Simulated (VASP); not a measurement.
# AlC (Immm) in VASP: single point with PBE

Aim: the single point of AlC with PBE.

Program: VASP 6.6.1. These are calculated values, not measurements. Logs are shortened: lines on timing, memory, paths and dates and some standing lists are left out, and cuts for length are marked.

**1. The cell of the first run**

Symmetry: Immm, No. 71, orthorhombic system. The conventional cell has a = 3.251 Å, b = 4.480 Å, c = 5.518 Å, α = 90.00°, β = 90.00°, γ = 90.00°. Al (site symmetry mm2) has 6 C at 2.03 to 2.24 Å and 1 Al at 2.61 Å within 2.7 Å. Within 2.2 Å of C (site symmetry m2m) lie 1 C at 1.65 Å and 2 Al at 2.03 Å.

**2. Single point, PBE**

The input, INCAR:

```
SYSTEM = AlC
PREC = Accurate
ENCUT = 600
EDIFF = 1E-6
ISMEAR = 0
SIGMA = 0.2
LREAL = .False.
LASPH = .True.
NELM = 120
ALGO = Normal
ISIF = 2
LWAVE = .False.
LCHARG = .False.
GGA = PE
NBANDS = 15
GGA_COMPAT = .False.
```

The input, KPOINTS:

```
regular mesh
0
Gamma
  7 7 7
  0 0 0
```

The input, POSCAR:

```
AlC
1.0
   -1.6253345560      2.2399093692      2.7587588619
    1.6253345560     -2.2399093692      2.7587588619
    1.6253345560      2.2399093692     -2.7587588619
Al C
2 2
Direct
    0.7632000048      0.2632000048      0.5000000000
    0.2367999952      0.7367999952      0.5000000000
    0.1842620263      0.0000000000      0.1842620263
    0.8157379737      0.0000000000      0.8157379737
```

Potentials or basis: VASP PAW PBE potentials, release 64 (Al, C).

Command:

```console
$ cat potpaw_PBE.64/Al/POTCAR potpaw_PBE.64/C/POTCAR > POTCAR
$ mpirun -np 1 vasp_std > vasp.out
```

OUTCAR:

```text
SYSTEM = AlC
   PREC = Accurate
   ENCUT = 600
   EDIFF = 1E-6
   ISMEAR = 0
   LREAL = .False.
   LASPH = .True.
   NELM = 120
   ISIF = 2
   GGA = PE

 ion  position               nearest neighbor table
   1  0.763  0.263  0.500-   4 2.03   3 2.03   4 2.24   3 2.24   3 2.24   4 2.24   2 2.61   2 2.77
                             2 2.77   2 2.77   2 2.77   2 2.90
   2  0.237  0.737  0.500-   4 2.03   3 2.03   3 2.24   4 2.24   3 2.24   4 2.24   1 2.61   1 2.77
                             1 2.77   1 2.77   1 2.77   1 2.90
   3  0.184  0.000  0.184-   4 1.65   2 2.03   1 2.03   1 2.24   2 2.24   2 2.24   1 2.24
   4  0.816  0.000  0.816-   3 1.65   1 2.03   2 2.03   1 2.24   2 2.24   1 2.24   2 2.24

  LATTYP: Found a body centered orthorhombic cell.
 ALAT       =     3.2506691120
 B/A-ratio  =     1.3781220370
 C/A-ratio  =     1.6973483101

  Lattice vectors:

 A1 = (  -1.6253345560,   2.2399093692,   2.7587588619)
 A2 = (   1.6253345560,  -2.2399093692,   2.7587588619)
 A3 = (   1.6253345560,   2.2399093692,  -2.7587588619)

Analysis of symmetry for initial positions (statically):
=====================================================================
 Subroutine PRICEL returns:
 Original cell was already a primitive cell.

 Routine SETGRP: Setting up the symmetry group for a
 body centered orthorhombic supercell.

 Subroutine GETGRP returns: Found  8 space group operations
 (whereof  8 operations were pure point group operations)
 out of a pool of  8 trial point group operations.

The static configuration has the point symmetry D_2h.

Analysis of symmetry for dynamics (positions and initial velocities):
=====================================================================
 Subroutine PRICEL returns:
 Original cell was already a primitive cell.

 Routine SETGRP: Setting up the symmetry group for a
 body centered orthorhombic supercell.

 Subroutine GETGRP returns: Found  8 space group operations
 (whereof  8 operations were pure point group operations)
 out of a pool of  8 trial point group operations.

The dynamic configuration has the point symmetry D_2h.

 Subroutine INISYM returns: Found  8 space group operations
 (whereof  8 operations are pure point group operations),
 and found     1 'primitive' translations

----------------------------------------------------------------------------------------

                                     Primitive cell

  volume of cell :      40.1742

  direct lattice vectors                    reciprocal lattice vectors
    -1.625334556  2.239909369  2.758758862     0.000000000  0.223223317  0.181240922
[... 100 lines left out ...]
   PSTRESS=    0.0 pullay stress
   NELECT =      14.0000    total number of electrons
   NUPDOWN=      -1.0000    fix difference up-down
   EMIN   =  10.00;   EMAX   =-10.00  energy-range for DOS
   EFERMI =   0.00;   METHOD = LEGACY
   ISMEAR =     0;   SIGMA  =   0.20  broadening in eV -4-tet -1-fermi 0-gaus
   EFERMI_NEDOS =   21; number of points for ismear=-14 and -15
   IALGO  =     38    algorithm
   IMIX   =      4    mixing-type and parameters
     AMIX     =   0.40;   BMIX     =  1.00
     AMIX_MAG =   1.60;   BMIX_MAG =  1.00
  volume/ion in A,a.u.               =      10.04        67.78
  Fermi-wavevector in a.u.,A,eV,Ry     =   1.152043  2.177045 18.057681  1.327202
  Thomas-Fermi vector in A             =   2.288696
   LORBIT       =      0    0 simple, 1 ext, 2 COOP (PROOUT), +10 PAW based schemes
   GGA     = PE    functional components
   LHFCALC =     F    Hartree Fock is set to
   AEXX    =    0.0000 exact exchange contribution
   IVDW    =     0    specifies the selected vdW correction
   LEPSILON=     F    determine dielectric tensor
   LRPA    =     F    only Hartree local field effects (RPA)
 non-spin polarized calculation
 Gauss-broadening in eV      SIGMA  =   0.20
  energy-cutoff  :      600.00
  volume of cell :       40.17
 maximum number of plane-waves:      1354
   NGX = 15   NGY = 15   NGZ = 15

 number of electron      14.0000000 magnetization

 Free energy of the ion-electron system (eV)
  ---------------------------------------------------
  ext. energy  EPLUGINS =         0.00000000
  ---------------------------------------------------
  free energy    TOTEN  =       -23.63182756 eV

  energy without entropy =      -23.61752740  energy(sigma->0) =      -23.62467748

 E-fermi :  10.3137     XC(G=0): -11.3323

 val. band max:       10.2907797776   @ k =  -0.4286  -0.2857   0.2857
 cond. band min:      10.3383195363   @ k =   0.4286  -0.2857   0.2857
 fundamental gap:      0.0475397587
 Fermi energy:        10.3136629751

 k-point     1 :       0.0000    0.0000    0.0000
  band No.  band energies     occupation
      1      -7.1300      2.00000
      2       1.7175      2.00000
      3       2.1047      2.00000
      4       4.8965      2.00000
      5       5.3509      2.00000
      6       6.1037      2.00000
      7       9.7242      1.99997
      8      10.7444      0.00232
      9      11.8738      0.00000
     10      13.7819      0.00000
     11      13.8810      0.00000
     12      15.8109      0.00000
     13      17.5589      0.00000
     14      17.9949      0.00000
[... 401 lines left out ...]
      2      -0.5732      2.00000
      3       1.6143      2.00000
      4       3.3153      2.00000
      5       4.8579      2.00000
      6       5.7620      2.00000
      7       6.4537      2.00000
      8      11.9524      0.00000
      9      13.6931      0.00000
     10      14.4974      0.00000
     11      15.0769      0.00000
     12      16.8826      0.00000
     13      18.1681      0.00000
     14      19.9823      0.00000
     15      20.4873      0.00000

 [... further k-points ...]
[... 5 lines left out ...]
  --------------------------------------------------------------------------------------
  -------------------------------------------------------------------------------------
  Total       -0.2323148     -0.1436995     -0.1268621     -0.0000000      0.0000000      0.0000000
  in kB       -9.2648947     -5.7308482     -5.0593613     -0.0000000      0.0000000      0.0000000
  external PRESSURE =      -6.6850347 kB  Pullay stress =       0.0000000 kB

 VOLUME and BASIS-vectors are now :
 -----------------------------------------------------------------------------
  energy-cutoff  :      600.00
  volume of cell :       40.17
      direct lattice vectors                 reciprocal lattice vectors
    -1.625334556  2.239909369  2.758758862     0.000000000  0.223223317  0.181240922
     1.625334556 -2.239909369  2.758758862     0.307628973  0.000000000  0.181240922
     1.625334556  2.239909369 -2.758758862     0.307628973  0.223223317  0.000000000

 POSITION                                       TOTAL-FORCE (eV/Angst)
 -----------------------------------------------------------------------------------
      0.00000      2.23991      1.45221         0.000000      0.000000     -0.015216
      1.62533      0.00000      1.30655        -0.000000     -0.000000      0.015216
      0.00000      0.82546      0.00000         0.000000     -0.033955     -0.000000
      0.00000      3.65436      0.00000         0.000000      0.033955     -0.000000
 -----------------------------------------------------------------------------------
    total drift:                                0.000000      0.000000     -0.000000

  FREE ENERGIE OF THE ION-ELECTRON SYSTEM (eV)
  ---------------------------------------------------
  free  energy   TOTEN  =       -23.6318275639 eV

  energy  without entropy=      -23.6175274029  energy(sigma->0) =      -23.62467748
```

It took 17 s on 1 thread of Intel Xeon 6975P-C (Granite Rapids), shared host; peak memory 0.19 GiB.

Results:

| Item | Value |
| --- | --- |
| Free energy | -23.6318 eV |
| Pressure | -0.7 GPa |
| Largest force | 0.034 eV/Å |
| Band gap on the k mesh | zero (band 7 reaches 10.60 eV, above the bottom of band 8 at 10.02 eV) |

Forces on the atoms (eV/Å):
```
Al   0.000  0.000 -0.015
Al   0.000  0.000  0.015
C    0.000 -0.034  0.000
C    0.000  0.034  0.000
```
